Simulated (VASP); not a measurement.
Here is a VASP 6.6.1 calculation.

INCAR

```
  ALGO = Normal
  EDIFF = 1E-6
  EDIFFG = -0.02
  ENCUT = 600
  GGA = PE
  IBRION = 2
  ISIF = 3
  ISMEAR = 0
  LASPH = True
  LCHARG = False
  LREAL = False
  LWAVE = False
  NELM = 60
  NSW = 80
  PREC = Accurate
  SIGMA = 0.01
```

File KPOINTS:

```
k-points
0
Gamma
  5 5 5
```

Contents of POSCAR:

```
BaTiO3
1.0
    3.9998000000      0.0000000000      0.0000000000
    0.0000000000      3.9998000000      0.0000000000
    0.0000000000      0.0000000000      4.0180000000
Ba Ti O
1 1 3
Direct
    0.0000000000      0.0000000000      0.0000000000
    0.5000000000      0.5000000000      0.4900000000
    0.5000000000      0.5000000000      0.0190000000
    0.5000000000      0.0000000000      0.5170000000
    0.0000000000      0.5000000000      0.5170000000
```

Potentials or basis: VASP PAW PBE potentials, release 64 (Ba_sv, Ti_sv, O).

Run with:

```sh
$ cat potpaw_PBE.64/Ba_sv/POTCAR potpaw_PBE.64/Ti_sv/POTCAR potpaw_PBE.64/O/POTCAR > POTCAR
$ mpirun -np 1 vasp_std > vasp.out
```

(1) Predict the band gap on the k mesh.

(2) Estimate the space group after relaxing (to 0.05 Å).

Answers

(1) 1.95 eV, indirect (least direct gap 2.33 eV).

(2) P4mm (No. 99).

Caveat: spin-orbit coupling is left out, which moves the levels of the heavy elements.
